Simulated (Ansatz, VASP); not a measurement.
**Sb: VASP beside Ansatz**

Contents of INCAR:

```
  ALGO = Normal
  EDIFF = 1E-7
  ENCUT = 520
  GGA = PS
  ISIF = 2
  ISMEAR = 0
  LASPH = T
  LCHARG = F
  LREAL = F
  LWAVE = F
  NBANDS = 12
  NELM = 80
  PREC = Accurate
  SIGMA = 0.15
```

Contents of KPOINTS:

```
k-points
0
Gamma
  18 18 10
```

The input POSCAR:

```
Sb
1.0
    3.3690001795      0.0000000000      0.0000000000
   -1.6845000898      2.9176397408      0.0000000000
    0.0000000000      0.0000000000      5.3300000000
Sb
2
Direct
    0.3333333333      0.6666666667      0.2312382739
    0.6666666667      0.3333333333      0.7500000000
```

Input for Ansatz:

```yaml
crystal:
  lattice:
    - [3.3690001795, 0.0, 0.0]
    - [-1.6845000898, 2.9176397408, 0.0]
    - [0.0, 0.0, 5.33]
  atoms:
    - { symbol: Sb, position: [0.3333333333, 0.6666666667, 0.2312382739] }
    - { symbol: Sb, position: [0.6666666667, 0.3333333333, 0.75] }
basis:
  ecutwfc: 420
kpoints:
  mp_grid: { grid: [18, 18, 10] }
hamiltonian:
  xc: pbesol
scf:
  occupations: { method: gaussian, width: 0.15 }
output:
  forces: true
  stress: true
  eigenvalues: true
```

Alike in both runs: task single point; functional PBEsol; k mesh 18 × 18 × 10; occupations gaussian, width 0.15 eV; no spin polarisation.

|  | VASP | Ansatz |
| --- | --- | --- |
| version | VASP 6.6.1 | Ansatz 0.2.0 |
| potentials or method | VASP PAW PBE potentials, release 64 (Sb), cutoff 520 eV | scalar-relativistic, plane waves, PAW |
| valence electrons in the cell | 10 | 30 |

|  | VASP | Ansatz | Ansatz less VASP |
| --- | --- | --- | --- |
| gap on the k mesh at the Fermi level (eV) | none | none | - |
| pressure (GPa) | 0.1 | 0.1 | 0.00 |
| traceless stress, the component that is largest in VASP (GPa) | 0.89 | 0.88 | -0.009 |
| rms of the force components (eV/Å) | 0.080 | 0.076 | -0.0036 |

VASP's potentials were made for PBE, not for PBEsol. Atom by atom the forces differ by 0.004 eV/Å (rms over components). A gap of «none» marks a metal or a gap that the smearing closes. VASP's potentials hold 10 valence electrons a cell and Ansatz's 30, so a difference there can come from the potentials and not from the codes.

Spin-orbit coupling is off throughout.
